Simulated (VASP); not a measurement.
Wanted: the native input for a VASP 6.6.1 run.

```
Task                   : single point
Functional             : PBE
Potentials or basis    : VASP PAW PBE potentials, release 64 (Si, C)
Cutoff                 : 520 eV
k mesh                 : 6 × 6 × 2
Occupations            : gaussian, width 0.1 eV
Spin                   : collinear spin
Starting moments       : [0.0, 0.0, 1.0, 1.0, 1.0, 1.0] μB
Dipole correction      : no
Further INCAR settings : ALGO = Normal; EDIFF = 1e-06; NBANDS = 25
```

The structure of SiC2 lies in POSCAR:

```
SiC2
1.0
    2.7065502156      0.0000000000      0.0000000000
   -1.3532751078      2.3439412433      0.0000000000
    0.0000000000      0.0000000000      7.8136093565
Si C
2 4
Direct
    0.6666666667      0.3333333333      0.3415923658
    0.6666666667      0.3333333333      0.6584076342
    0.3333333333      0.6666666667      0.8715046711
    0.3333333333      0.6666666667      0.1284953289
    0.3333333333      0.6666666667      0.5000000000
    0.6666666667      0.3333333333      0.0000000000
```

These files were run (other wordings do the same):

INCAR

```
PREC = Accurate
ENCUT = 520
EDIFF = 1E-6
ISMEAR = 0
SIGMA = 0.1
LREAL = F
LASPH = T
NELM = 150
ALGO = Normal
ISIF = 2
LWAVE = F
LCHARG = T
ISPIN = 2
MAGMOM = 0 0 1 1 1 1
LORBIT = 11
GGA = PE
LELF = T
LVHAR = T
NBANDS = 25
```

KPOINTS

```
regular mesh
0
Gamma
  6 6 2
```

Potentials or basis: VASP PAW PBE potentials, release 64 (Si, C).

Run with:

```console
$ cat potpaw_PBE.64/Si/POTCAR potpaw_PBE.64/C/POTCAR > POTCAR
$ mpirun -np 1 vasp_std > vasp.out
```

Results of the run:

```
Pressure                                              : -0.1 GPa
Largest force                                         : 0.005 eV/Å
Band gap on the k mesh                                : zero (filled and empty bands overlap)
Net moment                                            : 0.00 μB per cell
Valence electrons inside the program's atomic spheres : Si 1.56; C 2.20, 2.53, 2.18 (each value once)
```

Caveat: the k points lie up to 0.45 Å⁻¹ apart, too coarse for converged energies and pressures of a metal.

Run time: 23 s on 1 thread of Intel Xeon 8259CL, with other jobs on the host, peak memory 0.18 GiB.
